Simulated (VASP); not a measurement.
Crystal: Ca3AsP.

```xyz
5
Lattice="5.3339 0.0000 0.0000 0.0000 5.3339 0.0000 0.0000 0.0000 5.3339" Properties=species:S:1:pos:R:3 pbc="T T T"
Ca    0.0000    2.6669    2.6669
Ca    2.7669   -0.1000    2.7669
Ca    2.6669    2.6669    0.0000
P     2.6669    2.6669    2.6669
As    0.0000    0.0000    0.0000
```

- Program: VASP 6.6.1
- Task: relaxation of the atoms
- Functional: PBE
- Potentials or basis: VASP PAW PBE potentials, release 64 (Ca_sv, P, As)
- Cutoff: 520 eV
- k mesh: 3 × 3 × 3
- Occupations: gaussian, width 0.01 eV
- Spin: no spin polarisation

At the start: pressure 0.2 GPa; volume 30.35 Å³/atom.

Where does the relaxation end?

Over 47 steps the energy falls by 58.7 meV/atom; space group Cm (No. 8, to 0.1 Å) before, Amm2 (No. 38, to 0.1 Å).

Step by step:
| step | energy change (eV) | largest force (eV/Å) | pressure (GPa) |
| --- | --- | --- | --- |
| 1 | 0.0000 | 1.0925 | 0.19 |
| 3 | -0.0539 | 0.1542 | 0.04 |
| 5 | -0.0611 | 0.1587 | 0.05 |
| 7 | -0.0796 | 0.2490 | 0.15 |
| 9 | -0.0869 | 0.2472 | 0.18 |
| 11 | -0.1111 | 0.3553 | 0.47 |
| 13 | -0.1486 | 0.3147 | 0.95 |
| 15 | -0.1696 | 0.3294 | 1.24 |
| 17 | -0.1968 | 0.8606 | 1.88 |
| 19 | -0.2616 | 0.3191 | 1.35 |
| 21 | -0.2822 | 0.2078 | 1.11 |
| 23 | -0.2881 | 0.0985 | 1.16 |
| 25 | -0.2916 | 0.0469 | 1.26 |
| 27 | -0.2928 | 0.0540 | 1.35 |
| 29 | -0.2931 | 0.0268 | 1.34 |
| 31 | -0.2935 | 0.0154 | 1.33 |
| 33 | -0.2935 | 0.0126 | 1.31 |
| 35 | -0.2936 | 0.0101 | 1.31 |
| 37 | -0.2936 | 0.0092 | 1.31 |
| 39 | -0.2936 | 0.0073 | 1.32 |
| 41 | -0.2936 | 0.0036 | 1.32 |
| 43 | -0.2936 | 0.0020 | 1.31 |
| 45 | -0.2936 | 0.0031 | 1.31 |
| 47 | -0.2936 | 0.0007 | 1.31 |

Final structure:
```yaml
crystal:
  lattice:
    - [5.33390, 0.00000, 0.00000]
    - [0.00000, 5.33390, 0.00000]
    - [0.00000, 0.00000, 5.33390]
  atoms:
    - { symbol: Ca, position: [0.00344, 0.49629, 0.57487] }
    - { symbol: Ca, position: [0.52300, 0.99624, 0.52300] }
    - { symbol: Ca, position: [0.57487, 0.49629, 0.00344] }
    - { symbol: P, position: [0.49338, 0.49623, 0.49338] }
    - { symbol: As, position: [0.92405, 0.99619, 0.92405] }
```
